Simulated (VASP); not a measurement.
# Os (Pm-3m) in VASP: a series of runs, part 2 of 2

VASP 6.6.1. Earlier steps stand in the parts before.

### Step 5. Single point, revPBE (volume scaled by 1.08)

File INCAR:

```
  PREC = Accurate
  ENCUT = 520
  EDIFF = 1E-6
  ISMEAR = -1
  SIGMA = 0.1
  LREAL = False
  LASPH = True
  NELM = 100
  ALGO = Normal
  ISIF = 2
  LWAVE = False
  LCHARG = False
  GGA = RE
  NBANDS = 10
```

File KPOINTS:

```
Automatic mesh
0
Gamma
  14 14 14
```

File POSCAR:

```
Os
1.0
    2.6318640353      0.0000000000      0.0000000000
    0.0000000000      2.6318640353      0.0000000000
    0.0000000000      0.0000000000      2.6318640353
Os
1
Direct
    0.0000000000      0.0000000000      0.0000000000
```

Launch:

```sh
> cat potpaw_PBE.64/Os/POTCAR > POTCAR
> mpirun -np 1 vasp_std > vasp.out
```

It took 30 s on 1 thread of AMD EPYC 7R13, shared host; peak memory 0.11 GiB.

Results (log left out):

| Quantity | Value |
| --- | --- |
| Free energy | -9.1775 eV |
| Pressure | -16.9 GPa |
| Band gap on the k mesh | zero (band 4 reaches 10.36 eV, above the bottom of band 5 at 5.30 eV) |

Levels at points of the mesh, in eV from the Fermi level:
| k point | band 1 | band 2 | band 3 | band 4 | band 5 | band 6 | band 7 | band 8 |
| --- | --- | --- | --- | --- | --- | --- | --- | --- |
| (0.00, 0.00, 0.00) | -8.71 | -5.24 | -5.24 | 1.96 | 1.96 | 1.96 | 14.89 | 14.89 |
| (0.50, 0.00, 0.00) | -5.69 | -4.51 | -0.89 | -0.82 | -0.82 | 2.24 | 6.26 | 15.56 |
| (0.50, 0.50, 0.00) | -5.80 | -4.07 | -0.29 | -0.29 | 4.04 | 4.30 | 4.30 | 11.23 |
| (0.50, 0.50, 0.50) | -4.54 | -4.54 | -4.54 | 4.24 | 4.24 | 8.78 | 10.31 | 10.31 |

Caveat: the PAW data sets were made with another functional, which shifts forces and pressure a little; spin-orbit coupling is left out, which moves the levels of the heavy elements.

### Step 6. Single point, revPBE (volume scaled by 1.12)

File INCAR:

```
PREC     = Accurate       # precision mode
ENCUT    = 520            # plane-wave cutoff, eV
EDIFF    = 1E-6           # SCF threshold, eV
ISMEAR   = -1             # smearing method
SIGMA    = 0.1            # smearing width, eV
LREAL    = False          # projectors in reciprocal space
LASPH    = True           # aspherical terms in the spheres
NELM     = 80             # most SCF steps
ALGO     = Normal         # electronic algorithm
ISIF     = 2              # what is computed and relaxed
LWAVE    = False          # write WAVECAR
LCHARG   = False          # write CHGCAR
GGA      = RE             # functional
NBANDS   = 10             # bands
```

KPOINTS is that of step 5.

File POSCAR:

```
Os
1.0
    2.6639631017      0.0000000000      0.0000000000
    0.0000000000      2.6639631017      0.0000000000
    0.0000000000      0.0000000000      2.6639631017
Os
1
Direct
    0.0000000000      0.0000000000      0.0000000000
```

Potentials or basis: VASP PAW PBE potentials, release 64 (Os).

Launch:

```sh
> cat potpaw_PBE.64/Os/POTCAR > POTCAR
> mpirun -np 1 vasp_std > vasp.out
```

OUTCAR:

```text
PREC = Accurate
   ENCUT = 520
   EDIFF = 1E-6
   ISMEAR = -1
   LREAL = False
   LASPH = True
   NELM = 80
   ISIF = 2
   GGA = RE

 ion  position               nearest neighbor table
   1  0.000  0.000  0.000-

  LATTYP: Found a simple cubic cell.
 ALAT       =     2.6639631017

  Lattice vectors:

 A1 = (   2.6639631017,   0.0000000000,   0.0000000000)
 A2 = (   0.0000000000,   2.6639631017,   0.0000000000)
 A3 = (   0.0000000000,   0.0000000000,   2.6639631017)

Analysis of symmetry for initial positions (statically):
=====================================================================
 Subroutine PRICEL returns:
 Original cell was already a primitive cell.

 Routine SETGRP: Setting up the symmetry group for a
 simple cubic supercell.

 Subroutine GETGRP returns: Found 48 space group operations
 (whereof 48 operations were pure point group operations)
 out of a pool of 48 trial point group operations.

The static configuration has the point symmetry O_h .

Analysis of symmetry for dynamics (positions and initial velocities):
=====================================================================
 Subroutine PRICEL returns:
 Original cell was already a primitive cell.

 Routine SETGRP: Setting up the symmetry group for a
 simple cubic supercell.

 Subroutine GETGRP returns: Found 48 space group operations
 (whereof 48 operations were pure point group operations)
 out of a pool of 48 trial point group operations.

The dynamic configuration has the point symmetry O_h .

 Subroutine INISYM returns: Found 48 space group operations
 (whereof 48 operations are pure point group operations),
 and found     1 'primitive' translations

----------------------------------------------------------------------------------------

                                     Primitive cell

  volume of cell :      18.9053

  direct lattice vectors                    reciprocal lattice vectors
     2.663963102  0.000000000  0.000000000     0.375380575  0.000000000  0.000000000
     0.000000000  2.663963102  0.000000000     0.000000000  0.375380575  0.000000000
     0.000000000  0.000000000  2.663963102     0.000000000  0.000000000  0.375380575

  length of vectors
     2.663963102  2.663963102  2.663963102     0.375380575  0.375380575  0.375380575

  position of ions in fractional coordinates (direct lattice)
     0.000000000  0.000000000  0.000000000

  ion indices of the primitive-cell ions
   primitive index   ion index
                 1           1

----------------------------------------------------------------------------------------

 KPOINTS: Automatic mesh

Automatic generation of k-mesh.
 Grid dimensions read from file:
 generate k-points for:   14   14   14

 Generating k-lattice:

  Cartesian coordinates                     Fractional coordinates (reciprocal lattice)
     0.026812898  0.000000000  0.000000000     0.071428571  0.000000000  0.000000000
     0.000000000  0.026812898  0.000000000     0.000000000  0.071428571  0.000000000
     0.000000000  0.000000000  0.026812898     0.000000000  0.000000000  0.071428571

  Length of vectors
     0.026812898  0.026812898  0.026812898

  Shift w.r.t. Gamma in fractional coordinates (k-lattice)
     0.000000000  0.000000000  0.000000000

 Subroutine IBZKPT returns following result:
 ===========================================

 Found    120 irreducible k-points:

 Following reciprocal coordinates:
            Coordinates               Weight
  0.000000  0.000000  0.000000      1.000000
  0.071429  0.000000  0.000000      6.000000
  0.142857  0.000000  0.000000      6.000000
  0.214286  0.000000  0.000000      6.000000
  0.285714  0.000000  0.000000      6.000000
  0.357143  0.000000  0.000000      6.000000
[... 16 lines left out ...]
  0.285714  0.214286  0.000000     24.000000
  0.357143  0.214286  0.000000     24.000000
 [... further k-points ...]
   k-points           NKPTS =    120   k-points in BZ     NKDIM =    120   number of bands    NBANDS=     10
   number of dos      NEDOS =    301   number of ions     NIONS =      1
   total plane-waves  NPLWV =   8000
   dimension x,y,z NGX =    20 NGY =   20 NGZ =   20
   dimension x,y,z NGXF=    40 NGYF=   40 NGZF=   40
   ions per type =               1
   NGX,Y,Z   is equivalent  to a cutoff of  12.48, 12.48, 12.48 a.u.
   NGXF,Y,Z  is equivalent  to a cutoff of  24.96, 24.96, 24.96 a.u.
 SYSTEM =  unknown system
   PREC   = accura    normal or accurate (medium, high low for compatibility)
   ISTART =      0    job   : 0-new  1-cont  2-samecut
   ICHARG =      2    charge: 1-file 2-atom 10-const
   ISPIN  =      1    spin polarized calculation?
   LNONCOLLINEAR =      F non collinear calculations
   LSORBIT =      F    spin-orbit coupling
   LASPH  =      T    aspherical Exc in radial PAW
   ENCUT  =  520.0 eV  38.22 Ry    6.18 a.u.   4.95  4.95  4.95*2*pi/ulx,y,z
   NELM   =     80;   NELMIN=  2; NELMDL= -5     # of ELM steps
   EDIFF  = 0.1E-05   stopping-criterion for ELM
   LREAL  =      F    real-space projection
   EDIFFG = 0.1E-04   stopping-criterion for IOM
   NSW    =      0    number of steps for IOM
   IBRION =     -1    ionic relax: 0-MD 1-quasi-New 2-CG
   NFREE  =      0    steps in history (QN), initial steepest desc. (CG)
   ISIF   =      2    stress and relaxation
   ISYM   =      2    0-nonsym 1-usesym 2-fastsym
   POTIM  = 0.5000    time-step for ionic-motion
   TEBEG  =    0.0;   TEEND  =   0.0 temperature during run
   PSTRESS=    0.0 pullay stress
   NELECT =       8.0000    total number of electrons
   NUPDOWN=      -1.0000    fix difference up-down
   EMIN   =  10.00;   EMAX   =-10.00  energy-range for DOS
   EFERMI =   0.00;   METHOD = LEGACY
   ISMEAR =    -1;   SIGMA  =   0.10  broadening in eV -4-tet -1-fermi 0-gaus
   EFERMI_NEDOS =   21; number of points for ismear=-14 and -15
   IALGO  =     38    algorithm
   IMIX   =      4    mixing-type and parameters
     AMIX     =   0.40;   BMIX     =  1.00
     AMIX_MAG =   1.60;   BMIX_MAG =  1.00
  volume/ion in A,a.u.               =      18.91       127.58
  Fermi-wavevector in a.u.,A,eV,Ry     =   1.229070  2.322606 20.553139  1.510613
  Thomas-Fermi vector in A             =   2.363971
   LORBIT       =      0    0 simple, 1 ext, 2 COOP (PROOUT), +10 PAW based schemes
   GGA     = RE    functional components
   LHFCALC =     F    Hartree Fock is set to
   AEXX    =    0.0000 exact exchange contribution
   IVDW    =     0    specifies the selected vdW correction
   LEPSILON=     F    determine dielectric tensor
   LRPA    =     F    only Hartree local field effects (RPA)
 non-spin polarized calculation
  energy-cutoff  :      520.00
  volume of cell :       18.91
 maximum number of plane-waves:       536
 NGX is ok and might be reduce to    20
   NGX =  9   NGY =  9   NGZ =  9

 number of electron       8.0000000 magnetization

 Free energy of the ion-electron system (eV)
  ---------------------------------------------------
  ext. energy  EPLUGINS =         0.00000000
  ---------------------------------------------------
  free energy    TOTEN  =        -9.09375559 eV

  energy without entropy =       -9.03221711  energy(sigma->0) =       -9.06298635

 E-fermi :   5.6838     XC(G=0): -12.1650

 val. band max:        5.6801867660   @ k =   0.3571   0.0714   0.0714
 cond. band min:       5.6911167756   @ k =   0.4286   0.0714   0.0000
 fundamental gap:      0.0109300096
 Fermi energy:         5.6837681480

 k-point     1 :       0.0000    0.0000    0.0000
  band No.  band energies     occupation
      1      -2.7414      2.00000
      2       0.7000      2.00000
      3       0.7000      2.00000
      4       7.5261      0.00000
      5       7.5261      0.00000
      6       7.5261      0.00000
      7      20.3181      0.00000
      8      20.3181      0.00000
      9      20.3181      0.00000
     10      25.7644      0.00000
[... 287 lines left out ...]
 k-point    24 :       0.3571    0.2143    0.0000
  band No.  band energies     occupation
      1       0.5408      2.00000
      2       2.0363      2.00000
      3       3.2732      2.00000
      4       5.4941      1.73909
      5       5.8148      0.42471
      6       6.6781      0.00010
      7      13.7396      0.00000
      8      19.3860      0.00000
      9      23.2232      0.00000
     10      26.7890      0.00000

 [... further k-points ...]

------------------------ aborting loop because EDIFF is reached ----------------------------------------

  FORCE on cell =-STRESS in cart. coord.  units (eV):
  Direction    XX          YY          ZZ          XY          YZ          ZX
  --------------------------------------------------------------------------------------
  -------------------------------------------------------------------------------------
  Total       -2.6914456     -2.6914456     -2.6914456      0.0000000      0.0000000      0.0000000
  in kB     -228.0927943   -228.0927943   -228.0927943      0.0000000      0.0000000      0.0000000
  external PRESSURE =    -228.0927943 kB  Pullay stress =       0.0000000 kB

 VOLUME and BASIS-vectors are now :
 -----------------------------------------------------------------------------
  energy-cutoff  :      520.00
  volume of cell :       18.91
      direct lattice vectors                 reciprocal lattice vectors
     2.663963102  0.000000000  0.000000000     0.375380575  0.000000000  0.000000000
     0.000000000  2.663963102  0.000000000     0.000000000  0.375380575  0.000000000
     0.000000000  0.000000000  2.663963102     0.000000000  0.000000000  0.375380575

 POSITION                                       TOTAL-FORCE (eV/Angst)
 -----------------------------------------------------------------------------------
      0.00000      0.00000      0.00000         0.000000      0.000000      0.000000
 -----------------------------------------------------------------------------------
    total drift:                               -0.000000     -0.000000     -0.000000

  FREE ENERGIE OF THE ION-ELECTRON SYSTEM (eV)
  ---------------------------------------------------
  free  energy   TOTEN  =        -9.0937555887 eV

  energy  without entropy=       -9.0322171120  energy(sigma->0) =       -9.06298635
```

It took 31 s on 1 thread of AMD EPYC 7R13, shared host; peak memory 0.11 GiB.

What came out:

```
Free energy            : -9.0938 eV
Pressure               : -22.8 GPa
Band gap on the k mesh : zero (band 4 reaches 9.67 eV, above the bottom of band 5 at 4.92 eV)
```

Caveat: the PAW data sets were made with another functional, which shifts forces and pressure a little; spin-orbit coupling is left out, which moves the levels of the heavy elements.

### Step 7. The runs side by side

| cell | gap on the mesh (eV) | pressure (GPa) |
| --- | --- | --- |
| a = 2.531 Å, 1 atom | none | 11.9 |
| a = 2.565 Å, 1 atom | none | 0.0 |
| a = 2.599 Å, 1 atom | none | -9.5 |
| a = 2.632 Å, 1 atom | none | -16.9 |
| a = 2.664 Å, 1 atom | none | -22.8 |

Alike in all rows: task single point; level revPBE; potentials or basis VASP PAW PBE potentials, release 64 (Os); no spin polarisation; k mesh 14 × 14 × 14; cutoff (eV) 520; smearing fermi-dirac 0.1 eV.

Caveats: the PAW data sets were made with another functional, which shifts forces and pressure a little; spin-orbit coupling is left out, which moves the levels of the heavy elements.

Total energies depend on the potentials used, so only differences within one code and one set of settings carry meaning.
